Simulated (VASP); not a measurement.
# KAs3 (I4/mmm) in VASP: single point with PBE

Aim: the single point of KAs3 with PBE.

Program: VASP 6.6.1. These are calculated values, not measurements. Logs are shortened: lines on timing, memory, paths and dates and some standing lists are left out, and cuts for length are marked.

## Step 1: The cell of the first run

It takes space group I4/mmm (No. 139, tetragonal). The conventional cell has a = 4.528 Å, b = 4.528 Å, c = 8.835 Å, α = 90.00°, β = 90.00°, γ = 90.00°. Within 4.2 Å of K (site symmetry 4/mmm) lie 12 As at 3.16 to 3.20 Å. As (site symmetry 4/mmm) has 8 As at 3.16 Å and 4 K at 3.20 Å within 4.2 Å. As (site symmetry -4m2) has 4 K at 3.16 Å and 8 As at 3.16 to 3.20 Å within 4.2 Å.

## Step 2: Single point, PBE

Contents of INCAR:

```
SYSTEM = KAs3
PREC = Accurate ; ENCUT = 520
EDIFF = 1E-6 ; ISMEAR = 0
SIGMA = 0.1 ; LREAL = .False.
LASPH = .True. ; NELM = 100
ALGO = Normal ; ISIF = 2
LWAVE = .False. ; LCHARG = .True.
GGA = PE ; LELF = .True.
LVHAR = .True. ; NBANDS = 20
```

Contents of KPOINTS:

```
Automatic mesh
0
Gamma
  14 14 14
  0 0 0
```

Contents of POSCAR:

```
KAs3
1.0
   -2.2642413041      2.2642413041      4.4175473564
    2.2642413041     -2.2642413041      4.4175473564
    2.2642413041      2.2642413041     -4.4175473564
K As
1 3
Direct
    0.0000000000      0.0000000000      0.0000000000
    0.5000000000      0.5000000000      0.0000000000
    0.2500000000      0.7500000000      0.5000000000
    0.7500000000      0.2500000000      0.5000000000
```

Potentials or basis: VASP PAW PBE potentials, release 64 (K_sv, As).

The run is started by

```bash
$ cat potpaw_PBE.64/K_sv/POTCAR potpaw_PBE.64/As/POTCAR > POTCAR
$ mpirun -np 1 vasp_std > vasp.out
```

OUTCAR:

```text
SYSTEM = KAs3
   PREC = Accurate
   ENCUT = 520
   EDIFF = 1E-6
   ISMEAR = 0
   LREAL = .False.
   LASPH = .True.
   NELM = 100
   ISIF = 2
   GGA = PE

 ion  position               nearest neighbor table
   1  0.000  0.000  0.000-   4 3.16   3 3.16   4 3.16   3 3.16   3 3.16   4 3.16   3 3.16   4 3.16
                             2 3.20   2 3.20   2 3.20   2 3.20
   2  0.500  0.500  0.000-   1 3.20   1 3.20   1 3.20   1 3.20
   3  0.250  0.750  0.500-   1 3.16   1 3.16   1 3.16   1 3.16
   4  0.750  0.250  0.500-   1 3.16   1 3.16   1 3.16   1 3.16

  LATTYP: Found a body centered tetragonal cell.
 ALAT       =     4.5284826082
 C/A-ratio  =     1.9510055525

  Lattice vectors:

 A1 = (  -2.2642413041,   2.2642413041,   4.4175473564)
 A2 = (   2.2642413041,  -2.2642413041,   4.4175473564)
 A3 = (   2.2642413041,   2.2642413041,  -4.4175473564)

Analysis of symmetry for initial positions (statically):
=====================================================================
 Subroutine PRICEL returns:
 Original cell was already a primitive cell.

 Routine SETGRP: Setting up the symmetry group for a
 body centered tetragonal supercell.

 Subroutine GETGRP returns: Found 16 space group operations
 (whereof 16 operations were pure point group operations)
 out of a pool of 16 trial point group operations.

The static configuration has the point symmetry D_4h.

Analysis of symmetry for dynamics (positions and initial velocities):
=====================================================================
 Subroutine PRICEL returns:
 Original cell was already a primitive cell.

 Routine SETGRP: Setting up the symmetry group for a
 body centered tetragonal supercell.

 Subroutine GETGRP returns: Found 16 space group operations
 (whereof 16 operations were pure point group operations)
 out of a pool of 16 trial point group operations.

The dynamic configuration has the point symmetry D_4h.

 Subroutine INISYM returns: Found 16 space group operations
 (whereof 16 operations are pure point group operations),
 and found     1 'primitive' translations

----------------------------------------------------------------------------------------

                                     Primitive cell

  volume of cell :      90.5913

  direct lattice vectors                    reciprocal lattice vectors
    -2.264241304  2.264241304  4.417547356     0.000000000  0.220824520  0.113184978
     2.264241304 -2.264241304  4.417547356     0.220824520  0.000000000  0.113184978
     2.264241304  2.264241304 -4.417547356     0.220824520  0.220824520  0.000000000

  length of vectors
     5.456033542  5.456033542  5.456033542     0.248141710  0.248141710  0.312293032

  position of ions in fractional coordinates (direct lattice)
     0.000000000  0.000000000  0.000000000
     0.500000000  0.500000000  0.000000000
     0.250000000  0.750000000  0.500000000
     0.750000000  0.250000000  0.500000000

  ion indices of the primitive-cell ions
   primitive index   ion index
                 1           1
                 2           2
                 3           3
                 4           4

----------------------------------------------------------------------------------------

 KPOINTS: Automatic mesh

Automatic generation of k-mesh.
 Grid dimensions read from file:
 generate k-points for:   14   14   14

 Generating k-lattice:

  Cartesian coordinates                     Fractional coordinates (reciprocal lattice)
     0.000000000  0.015773180  0.008084641     0.071428571  0.000000000  0.000000000
     0.015773180  0.000000000  0.008084641     0.000000000  0.071428571  0.000000000
     0.015773180  0.015773180  0.000000000     0.000000000  0.000000000  0.071428571

  Length of vectors
     0.017724408  0.017724408  0.022306645

  Shift w.r.t. Gamma in fractional coordinates (k-lattice)
     0.000000000  0.000000000  0.000000000

 Subroutine IBZKPT returns following result:
 ===========================================

 Found    244 irreducible k-points:

 Following reciprocal coordinates:
            Coordinates               Weight
  0.000000  0.000000  0.000000      1.000000
  0.071429  0.000000  0.000000      8.000000
  0.142857  0.000000  0.000000      8.000000
  0.214286  0.000000 -0.000000      8.000000
  0.285714  0.000000  0.000000      8.000000
  0.357143 -0.000000  0.000000      8.000000
[... 16 lines left out ...]
  0.214286  0.142857  0.000000     16.000000
  0.285714  0.142857  0.000000     16.000000
 [... further k-points ...]
   k-points           NKPTS =    244   k-points in BZ     NKDIM =    244   number of bands    NBANDS=     20
   number of dos      NEDOS =    301   number of ions     NIONS =      4
   total plane-waves  NPLWV =  74088
   dimension x,y,z NGX =    42 NGY =   42 NGZ =   42
   dimension x,y,z NGXF=    84 NGYF=   84 NGZF=   84
   ions per type =               1   3
   NGX,Y,Z   is equivalent  to a cutoff of  12.80, 12.80, 12.80 a.u.
   NGXF,Y,Z  is equivalent  to a cutoff of  25.59, 25.59, 25.59 a.u.
 SYSTEM =  KAs3
   PREC   = accura    normal or accurate (medium, high low for compatibility)
   ISTART =      0    job   : 0-new  1-cont  2-samecut
   ICHARG =      2    charge: 1-file 2-atom 10-const
   ISPIN  =      1    spin polarized calculation?
   LNONCOLLINEAR =      F non collinear calculations
   LSORBIT =      F    spin-orbit coupling
   LASPH  =      T    aspherical Exc in radial PAW
   ENCUT  =  520.0 eV  38.22 Ry    6.18 a.u.  10.14 10.14 10.14*2*pi/ulx,y,z
   NELM   =    100;   NELMIN=  2; NELMDL= -5     # of ELM steps
   EDIFF  = 0.1E-05   stopping-criterion for ELM
   LREAL  =      F    real-space projection
   EDIFFG = 0.1E-04   stopping-criterion for IOM
   NSW    =      0    number of steps for IOM
   IBRION =     -1    ionic relax: 0-MD 1-quasi-New 2-CG
   NFREE  =      0    steps in history (QN), initial steepest desc. (CG)
   ISIF   =      2    stress and relaxation
   ISYM   =      2    0-nonsym 1-usesym 2-fastsym
   POTIM  = 0.5000    time-step for ionic-motion
   TEBEG  =    0.0;   TEEND  =   0.0 temperature during run
   PSTRESS=    0.0 pullay stress
   NELECT =      24.0000    total number of electrons
   NUPDOWN=      -1.0000    fix difference up-down
   EMIN   =  10.00;   EMAX   =-10.00  energy-range for DOS
   EFERMI =   0.00;   METHOD = LEGACY
   ISMEAR =     0;   SIGMA  =   0.10  broadening in eV -4-tet -1-fermi 0-gaus
   EFERMI_NEDOS =   21; number of points for ismear=-14 and -15
   IALGO  =     38    algorithm
   IMIX   =      4    mixing-type and parameters
     AMIX     =   0.40;   BMIX     =  1.00
     AMIX_MAG =   1.60;   BMIX_MAG =  1.00
  volume/ion in A,a.u.               =      22.65       152.84
  Fermi-wavevector in a.u.,A,eV,Ry     =   1.051436  1.986927 15.041494  1.105519
  Thomas-Fermi vector in A             =   2.186480
   LORBIT       =      0    0 simple, 1 ext, 2 COOP (PROOUT), +10 PAW based schemes
   GGA     = PE    functional components
   LHFCALC =     F    Hartree Fock is set to
   AEXX    =    0.0000 exact exchange contribution
   IVDW    =     0    specifies the selected vdW correction
   LEPSILON=     F    determine dielectric tensor
   LRPA    =     F    only Hartree local field effects (RPA)
 non-spin polarized calculation
 Gauss-broadening in eV      SIGMA  =   0.10
  energy-cutoff  :      520.00
  volume of cell :       90.59
 maximum number of plane-waves:      2464
 NGX is ok and might be reduce to    42
   NGX = 21   NGY = 21   NGZ = 21

 number of electron      23.9999998 magnetization

 Free energy of the ion-electron system (eV)
  ---------------------------------------------------
  ext. energy  EPLUGINS =         0.00000000
  ---------------------------------------------------
  free energy    TOTEN  =       -13.88085547 eV

  energy without entropy =      -13.87156461  energy(sigma->0) =      -13.87621004

 E-fermi :   3.9080     XC(G=0):  -9.8327

 val. band max:        3.9011397163   @ k =  -0.0714  -0.2143   0.0714
 cond. band min:       3.9127756372   @ k =  -0.0714   0.1429   0.0714
 fundamental gap:      0.0116359210
 Fermi energy:         3.9080042497

 k-point     1 :       0.0000    0.0000    0.0000
  band No.  band energies     occupation
      1     -25.7657      2.00000
      2      -9.4547      2.00000
      3      -9.3840      2.00000
      4      -9.3840      2.00000
      5      -8.7698      2.00000
      6      -4.8221      2.00000
[... 12 lines left out ...]
     19      11.5728      0.00000
     20      11.9481      0.00000

 k-point     2 :       0.0714    0.0000    0.0000
  band No.  band energies     occupation
      1     -25.7654      2.00000
      2      -9.4731      2.00000
      3      -9.4208      2.00000
      4      -9.3834      2.00000
      5      -8.6803      2.00000
      6      -4.8529      2.00000
[... 12 lines left out ...]
     19      11.6788      0.00000
     20      11.8571      0.00000

 k-point     3 :       0.1429    0.0000    0.0000
  band No.  band energies     occupation
      1     -25.7646      2.00000
      2      -9.5587      2.00000
      3      -9.4463      2.00000
      4      -9.3815      2.00000
      5      -8.4675      2.00000
      6      -4.9757      2.00000
[... 12 lines left out ...]
     19      11.2568      0.00000
     20      12.0879      0.00000

 k-point     4 :       0.2143    0.0000   -0.0000
  band No.  band energies     occupation
      1     -25.7635      2.00000
      2      -9.6558      2.00000
      3      -9.4593      2.00000
      4      -9.3789      2.00000
      5      -8.1924      2.00000
      6      -5.2529      2.00000
[... 429 lines left out ...]
 k-point    23 :       0.2143    0.1429    0.0000
  band No.  band energies     occupation
      1     -25.7622      2.00000
      2      -9.6913      2.00000
      3      -9.4635      2.00000
      4      -9.4233      2.00000
      5      -7.9090      2.00000
      6      -5.4282      2.00000
[... 12 lines left out ...]
     19      10.5894      0.00000
     20      11.1078      0.00000

 k-point    24 :       0.2857    0.1429    0.0000
  band No.  band energies     occupation
      1     -25.7610      2.00000
      2      -9.7291      2.00000
      3      -9.4823      2.00000
      4      -9.4222      2.00000
      5      -7.6204      2.00000
      6      -5.7518      2.00000
[... 12 lines left out ...]
     19      10.4190      0.00000
     20      11.7035      0.00000

 [... further k-points ...]

------------------------ aborting loop because EDIFF is reached ----------------------------------------

  FORCE on cell =-STRESS in cart. coord.  units (eV):
  Direction    XX          YY          ZZ          XY          YZ          ZX
  --------------------------------------------------------------------------------------
  -------------------------------------------------------------------------------------
  Total        0.0810639      0.0810639      0.0743240      0.0000000      0.0000000      0.0000000
  in kB        1.4336775      1.4336775      1.3144769      0.0000000      0.0000000      0.0000000
  external PRESSURE =       1.3939440 kB  Pullay stress =       0.0000000 kB

 VOLUME and BASIS-vectors are now :
 -----------------------------------------------------------------------------
  energy-cutoff  :      520.00
  volume of cell :       90.59
      direct lattice vectors                 reciprocal lattice vectors
    -2.264241304  2.264241304  4.417547356     0.000000000  0.220824520  0.113184978
     2.264241304 -2.264241304  4.417547356     0.220824520  0.000000000  0.113184978
     2.264241304  2.264241304 -4.417547356     0.220824520  0.220824520  0.000000000

 POSITION                                       TOTAL-FORCE (eV/Angst)
 -----------------------------------------------------------------------------------
      0.00000      0.00000      0.00000        -0.000000     -0.000000     -0.000000
      0.00000      0.00000      4.41755        -0.000000     -0.000000     -0.000000
      2.26424      0.00000      2.20877        -0.000000      0.000000      0.000000
      0.00000      2.26424      2.20877         0.000000      0.000000      0.000000
 -----------------------------------------------------------------------------------
    total drift:                               -0.000000     -0.000000      0.000000

  FREE ENERGIE OF THE ION-ELECTRON SYSTEM (eV)
  ---------------------------------------------------
  free  energy   TOTEN  =       -13.8808554667 eV

  energy  without entropy=      -13.8715646055  energy(sigma->0) =      -13.87621004
```

Run time: 8.1 min. Hardware: 1 thread of AMD EPYC 7R13, shared host; peak memory 0.52 GiB.

Results:

- Free energy: -13.8809 eV
- Pressure: 0.1 GPa
- Band gap on the k mesh: zero (bands 12 and 13 overlap by 1.92 eV)

Levels at points of the mesh, in eV from the Fermi level:
| k point | band 9 | band 10 | band 11 | band 12 | band 13 | band 14 | band 15 | band 16 |
| --- | --- | --- | --- | --- | --- | --- | --- | --- |
| (0.00, 0.00, 0.00) | -2.83 | -2.83 | -1.31 | -1.22 | -1.22 | 1.74 | 2.66 | 2.66 |
| (0.50, 0.00, 0.00) | -2.56 | -1.99 | -0.96 | -0.95 | -0.07 | 0.66 | 0.87 | 2.67 |
| (0.50, 0.50, 0.00) | -3.47 | -3.34 | -1.11 | -0.54 | 1.15 | 2.94 | 3.25 | 3.33 |
| (0.50, 0.50, 0.50) | -3.39 | -1.24 | 0.39 | 0.65 | 1.11 | 1.11 | 1.96 | 1.96 |
